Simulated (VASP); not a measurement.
# AgO2 (C2/m) in VASP: further runs, part 2 of 2

VASP 6.6.1. The steps go on from the part before.

## (3) Single point, PBEsol

This run uses another cell than the first one, of 11.30 Å³/atom.

Input file INCAR:

```
PREC = Accurate
ENCUT = 520
EDIFF = 1E-7
ISMEAR = 0
SIGMA = 0.1
LREAL = F
LASPH = T
NELM = 100
ALGO = Normal
ISIF = 2
LWAVE = F
LCHARG = T
GGA = PS
LELF = T
LVHAR = T
NBANDS = 18
```

Input file KPOINTS:

```
regular mesh
0
Gamma
  16 16 12
```

Input file POSCAR:

```
AgO2
1.0
    2.8012239777     -1.6168734599      0.0004354389
    2.8012239777      1.6168734599      0.0004354389
   -0.0021039420      0.0000000000      3.7408498688
O Ag
2 1
Direct
    0.6665769272      0.6665769272      0.7515648268
    0.3334230728      0.3334230728      0.2484351732
    0.0000000000      0.0000000000      0.0000000000
```

Potentials or basis: VASP PAW PBE potentials, release 64 (O, Ag).

Run with:

```console
> cat potpaw_PBE.64/O/POTCAR potpaw_PBE.64/Ag/POTCAR > POTCAR
> mpirun -np 1 vasp_std > vasp.out
```

OUTCAR:

```text
PREC = Accurate
   ENCUT = 520
   EDIFF = 1E-7
   ISMEAR = 0
   LREAL = F
   LASPH = T
   NELM = 100
   ISIF = 2
   GGA = PS

 ion  position               nearest neighbor table
   1  0.667  0.667  0.752-   3 2.09   3 2.09   3 2.09
   2  0.333  0.333  0.248-   3 2.09   3 2.09   3 2.09
   3  0.000  0.000  0.000-   1 2.09   1 2.09   2 2.09   2 2.09   1 2.09   2 2.09

  LATTYP: Found a base centered monoclinic cell.
 ALAT       =     5.6024480231
 B/A-ratio  =     0.5772024848
 C/A-ratio  =     0.6677171203
 COS(beta)  =    -0.0004069775

  Lattice vectors:

 A1 = (   2.8012239777,  -1.6168734599,   0.0004354389)
 A2 = (   2.8012239777,   1.6168734599,   0.0004354389)
 A3 = (  -0.0021039420,   0.0000000000,   3.7408498688)

Analysis of symmetry for initial positions (statically):
=====================================================================
 Subroutine PRICEL returns:
 Original cell was already a primitive cell.

 Routine SETGRP: Setting up the symmetry group for a
 base centered monoclinic supercell.

 Subroutine GETGRP returns: Found  4 space group operations
 (whereof  4 operations were pure point group operations)
 out of a pool of  4 trial point group operations.

The static configuration has the point symmetry C_2h.

Analysis of symmetry for dynamics (positions and initial velocities):
=====================================================================
 Subroutine PRICEL returns:
 Original cell was already a primitive cell.

 Routine SETGRP: Setting up the symmetry group for a
 base centered monoclinic supercell.

 Subroutine GETGRP returns: Found  4 space group operations
 (whereof  4 operations were pure point group operations)
 out of a pool of  4 trial point group operations.

The dynamic configuration has the point symmetry C_2h.

 Subroutine INISYM returns: Found  4 space group operations
 (whereof  4 operations are pure point group operations),
 and found     1 'primitive' translations

----------------------------------------------------------------------------------------

                                     Primitive cell

  volume of cell :      33.8863

  direct lattice vectors                    reciprocal lattice vectors
     2.801223978 -1.616873460  0.000435439     0.178493387 -0.309238795  0.000100389
     2.801223978  1.616873460  0.000435439     0.178493387  0.309238795  0.000100389
    -0.002103942  0.000000000  3.740849869    -0.000041554  0.000000000  0.267318911

  length of vectors
     3.234367906  3.234367906  3.740850460     0.357055362  0.357055362  0.267318914

  position of ions in fractional coordinates (direct lattice)
     0.666576927  0.666576927  0.751564827
     0.333423073  0.333423073  0.248435173
     0.000000000  0.000000000  0.000000000

  ion indices of the primitive-cell ions
   primitive index   ion index
                 1           1
                 2           2
                 3           3

----------------------------------------------------------------------------------------

 KPOINTS: regular mesh

Automatic generation of k-mesh.
 Grid dimensions read from file:
 generate k-points for:   16   16   12

 Generating k-lattice:

  Cartesian coordinates                     Fractional coordinates (reciprocal lattice)
     0.011155837 -0.019327425  0.000006274     0.062500000  0.000000000 -0.000000000
     0.011155837  0.019327425  0.000006274     0.000000000  0.062500000 -0.000000000
    -0.000003463  0.000000000  0.022276576    -0.000000000 -0.000000000  0.083333333

  Length of vectors
     0.022315960  0.022315960  0.022276576

  Shift w.r.t. Gamma in fractional coordinates (k-lattice)
     0.000000000  0.000000000  0.000000000

 Subroutine IBZKPT returns following result:
 ===========================================

 Found    826 irreducible k-points:

 Following reciprocal coordinates:
            Coordinates               Weight
  0.000000  0.000000  0.000000      1.000000
  0.062500 -0.000000 -0.000000      4.000000
  0.125000 -0.000000 -0.000000      4.000000
  0.187500 -0.000000  0.000000      4.000000
  0.250000 -0.000000 -0.000000      4.000000
  0.312500 -0.000000 -0.000000      4.000000
[... 16 lines left out ...]
 -0.125000  0.062500  0.000000      4.000000
 -0.062500  0.062500  0.000000      2.000000
 [... further k-points ...]
   k-points           NKPTS =    826   k-points in BZ     NKDIM =    826   number of bands    NBANDS=     18
   number of dos      NEDOS =    301   number of ions     NIONS =      3
   total plane-waves  NPLWV =  16128
   dimension x,y,z NGX =    24 NGY =   24 NGZ =   28
   dimension x,y,z NGXF=    48 NGYF=   48 NGZF=   56
   ions per type =               2   1
   NGX,Y,Z   is equivalent  to a cutoff of  12.34, 12.34, 12.44 a.u.
   NGXF,Y,Z  is equivalent  to a cutoff of  24.67, 24.67, 24.89 a.u.
 SYSTEM =  unknown system
   PREC   = accura    normal or accurate (medium, high low for compatibility)
   ISTART =      0    job   : 0-new  1-cont  2-samecut
   ICHARG =      2    charge: 1-file 2-atom 10-const
   ISPIN  =      1    spin polarized calculation?
   LNONCOLLINEAR =      F non collinear calculations
   LSORBIT =      F    spin-orbit coupling
   LASPH  =      T    aspherical Exc in radial PAW
   ENCUT  =  520.0 eV  38.22 Ry    6.18 a.u.   6.01  6.01  6.96*2*pi/ulx,y,z
   NELM   =    100;   NELMIN=  2; NELMDL= -5     # of ELM steps
   EDIFF  = 0.1E-06   stopping-criterion for ELM
   LREAL  =      F    real-space projection
   EDIFFG = 0.1E-05   stopping-criterion for IOM
   NSW    =      0    number of steps for IOM
   IBRION =     -1    ionic relax: 0-MD 1-quasi-New 2-CG
   NFREE  =      0    steps in history (QN), initial steepest desc. (CG)
   ISIF   =      2    stress and relaxation
   ISYM   =      2    0-nonsym 1-usesym 2-fastsym
   POTIM  = 0.5000    time-step for ionic-motion
   TEBEG  =    0.0;   TEEND  =   0.0 temperature during run
   PSTRESS=    0.0 pullay stress
   NELECT =      23.0000    total number of electrons
   NUPDOWN=      -1.0000    fix difference up-down
   EMIN   =  10.00;   EMAX   =-10.00  energy-range for DOS
   EFERMI =   0.00;   METHOD = LEGACY
   ISMEAR =     0;   SIGMA  =   0.10  broadening in eV -4-tet -1-fermi 0-gaus
   EFERMI_NEDOS =   21; number of points for ismear=-14 and -15
   IALGO  =     38    algorithm
   IMIX   =      4    mixing-type and parameters
     AMIX     =   0.40;   BMIX     =  1.00
     AMIX_MAG =   1.60;   BMIX_MAG =  1.00
  volume/ion in A,a.u.               =      11.30        76.23
  Fermi-wavevector in a.u.,A,eV,Ry     =   1.438719  2.718785 28.162877  2.069913
  Thomas-Fermi vector in A             =   2.557655
   LORBIT       =      0    0 simple, 1 ext, 2 COOP (PROOUT), +10 PAW based schemes
   GGA     = PS    functional components
   LHFCALC =     F    Hartree Fock is set to
   AEXX    =    0.0000 exact exchange contribution
   IVDW    =     0    specifies the selected vdW correction
   LEPSILON=     F    determine dielectric tensor
   LRPA    =     F    only Hartree local field effects (RPA)
 non-spin polarized calculation
 Gauss-broadening in eV      SIGMA  =   0.10
  energy-cutoff  :      520.00
  volume of cell :       33.89
 maximum number of plane-waves:       934
   NGX = 13   NGY = 13   NGZ = 13

 number of electron      23.0000003 magnetization

 Free energy of the ion-electron system (eV)
  ---------------------------------------------------
  ext. energy  EPLUGINS =         0.00000000
  ---------------------------------------------------
  free energy    TOTEN  =       -12.83387027 eV

  energy without entropy =      -12.82239254  energy(sigma->0) =      -12.82813140

 E-fermi :   4.6763     XC(G=0): -11.8140

 val. band max:        4.6736385016   @ k =   0.4375   0.1250  -0.0000
 cond. band min:       4.6801178994   @ k =  -0.1875  -0.2500   0.4167
 fundamental gap:      0.0064793978
 Fermi energy:         4.6763183364

 k-point     1 :       0.0000    0.0000    0.0000
  band No.  band energies     occupation
      1     -14.4393      2.00000
      2     -12.0319      2.00000
      3      -2.6798      2.00000
      4      -2.6797      2.00000
      5      -2.0924      2.00000
      6       0.1756      2.00000
[... 10 lines left out ...]
     17      19.9278      0.00000
     18      22.1929      0.00000
[... 463 lines left out ...]
 k-point    24 :      -0.0625    0.0625    0.0000
  band No.  band energies     occupation
      1     -14.3366      2.00000
      2     -12.1212      2.00000
      3      -2.5698      2.00000
      4      -2.4795      2.00000
      5      -1.9494      2.00000
      6       0.0386      2.00000
[... 10 lines left out ...]
     17      20.2021      0.00000
     18      22.1853      0.00000

 [... further k-points ...]
[... 5 lines left out ...]
  --------------------------------------------------------------------------------------
  -------------------------------------------------------------------------------------
  Total       -0.0461177     -0.0420704     -0.0845214      0.0000000      0.0000000     -0.0010267
  in kB       -2.1804882     -1.9891300     -3.9962558      0.0000000      0.0000000     -0.0485413
  external PRESSURE =      -2.7219580 kB  Pullay stress =       0.0000000 kB

 VOLUME and BASIS-vectors are now :
 -----------------------------------------------------------------------------
  energy-cutoff  :      520.00
  volume of cell :       33.89
      direct lattice vectors                 reciprocal lattice vectors
     2.801223978 -1.616873460  0.000435439     0.178493387 -0.309238795  0.000100389
     2.801223978  1.616873460  0.000435439     0.178493387  0.309238795  0.000100389
    -0.002103942  0.000000000  3.740849869    -0.000041554  0.000000000  0.267318911

 POSITION                                       TOTAL-FORCE (eV/Angst)
 -----------------------------------------------------------------------------------
      3.73288      0.00000      2.81207         0.001010     -0.000000     -0.011061
      1.86746      0.00000      0.92965        -0.001010     -0.000000      0.011061
      0.00000      0.00000      0.00000        -0.000000      0.000000      0.000000
 -----------------------------------------------------------------------------------
    total drift:                               -0.000000      0.000000      0.000000

  FREE ENERGIE OF THE ION-ELECTRON SYSTEM (eV)
  ---------------------------------------------------
  free  energy   TOTEN  =       -12.8338702697 eV

  energy  without entropy=      -12.8223925369  energy(sigma->0) =      -12.82813140
```

OSZICAR:

```text
N       E                     dE             d eps       ncg     rms          rms(c)
DAV:   1     0.136848799839E+03    0.13685E+03   -0.12411E+04 30096   0.122E+03
DAV:   2    -0.120011600899E+02   -0.14885E+03   -0.14412E+03 33250   0.294E+02
DAV:   3    -0.179611547234E+02   -0.59600E+01   -0.58963E+01 34810   0.618E+01
DAV:   4    -0.179921133130E+02   -0.30959E-01   -0.30949E-01 33138   0.468E+00
DAV:   5    -0.179922920768E+02   -0.17876E-03   -0.17876E-03 32890   0.354E-01    0.215E+01
DAV:   6    -0.154830422193E+02    0.25092E+01   -0.21311E+01 31214   0.720E+01    0.262E+01
DAV:   7    -0.129090467334E+02    0.25740E+01   -0.59848E+00 30504   0.303E+01    0.809E+00
DAV:   8    -0.128575330555E+02    0.51514E-01   -0.10314E+00 30686   0.103E+01    0.286E+00
DAV:   9    -0.128365713243E+02    0.20962E-01   -0.87407E-02 31490   0.390E+00    0.123E+00
DAV:  10    -0.128352449061E+02    0.13264E-02   -0.17962E-02 30778   0.126E+00    0.290E-01
DAV:  11    -0.128339161778E+02    0.13287E-02   -0.22094E-03 31212   0.750E-01    0.843E-02
DAV:  12    -0.128338861662E+02    0.30012E-04   -0.28400E-04 33084   0.156E-01    0.347E-02
DAV:  13    -0.128338695408E+02    0.16625E-04   -0.50749E-05 32570   0.105E-01    0.858E-03
DAV:  14    -0.128338704451E+02   -0.90427E-06   -0.83682E-06 31382   0.259E-02    0.563E-03
DAV:  15    -0.128338703140E+02    0.13112E-06   -0.45767E-07 33542   0.604E-03    0.172E-03
DAV:  16    -0.128338702697E+02    0.44254E-07   -0.46950E-08 15430   0.348E-03
   1 F= -.12833870E+02 E0= -.12828131E+02  d E =-.114777E-01
```

Run time: 3.7 min. Hardware: 1 thread of AMD EPYC 9R45 (Zen 5), shared host; peak memory 0.5 GiB.

Results:

```
Free energy            : -12.8339 eV
Pressure               : -0.3 GPa
Largest force          : 0.011 eV/Å
Band gap on the k mesh : zero (an odd number of electrons rules out a gap without spin polarisation)
```

Forces in eV/Å, atoms in the order of the input:
```
O    0.001  0.000 -0.011
O   -0.001  0.000  0.011
Ag   0.000  0.000  0.000
```

Caveat: the PAW data sets were made with another functional, which shifts forces and pressure a little; an odd number of electrons without spin polarisation forces a metal; a magnetic or distorted state may lie lower.
